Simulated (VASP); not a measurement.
Ba2CuTeO6, 10 atoms in the cell. Symmetry: I4/m, No. 87, tetragonal system. Conventional cell: a = 5.662 Å, b = 5.662 Å, c = 8.753 Å, α = 90.00°, β = 90.00°, γ = 90.00°. Within 2.7 Å of Cu (site symmetry 4/m) lie 6 O at 2.03 to 2.46 Å. O (site symmetry m) has 1 Te at 1.98 Å and 1 Cu at 2.03 Å within 2.6 Å. Within 2.5 Å of O (site symmetry 4) lie 1 Te at 1.92 Å and 1 Cu at 2.46 Å. Within 2.5 Å of Te (site symmetry 4/m) lie 6 O at 1.92 to 1.98 Å. Ba (site symmetry -4) has 12 O at 2.84 to 3.02 Å and 4 Cu at 3.58 Å and 4 Te at 3.58 Å within 3.7 Å. 

| Property | Result |
| --- | --- |
| Program | VASP 6.6.1 |
| Task | relaxation of cell and atoms |
| Functional | PBEsol |
| Potentials or basis | VASP PAW PBE potentials, release 64 (Cu, O, Te, Ba_sv) |
| Cutoff | 600 eV |
| k mesh | 4 × 4 × 4 |
| Occupations | methfessel-paxton, width 0.168 eV |
| Spin | no spin polarisation |
| Dipole correction | no |
| Further INCAR settings | ALGO = Normal; EDIFF = 1e-06; IBRION = 2; EDIFFG = -0.01; NSW = 100; ISIF = 3 |

Potentials or basis: VASP PAW PBE potentials, release 64 (Cu, O, Te, Ba_sv).

Run with:

```console
$ cat potpaw_PBE.64/Cu/POTCAR potpaw_PBE.64/O/POTCAR potpaw_PBE.64/Te/POTCAR potpaw_PBE.64/Ba_sv/POTCAR > POTCAR
$ mpirun -np 1 vasp_std > vasp.out
```

Hardware: 1 thread of Intel(R) Xeon(R) Platinum 8488C (Sapphire Rapids) (shared host).

Problem. Estimate the wall time of this run.

Solution. Wall time 24 min on 1 thread of Intel(R) Xeon(R) Platinum 8488C (Sapphire Rapids), with other jobs on the host, peak memory 0.41 GiB. Counts: scf iterations 178, k points 14, ion steps 21.
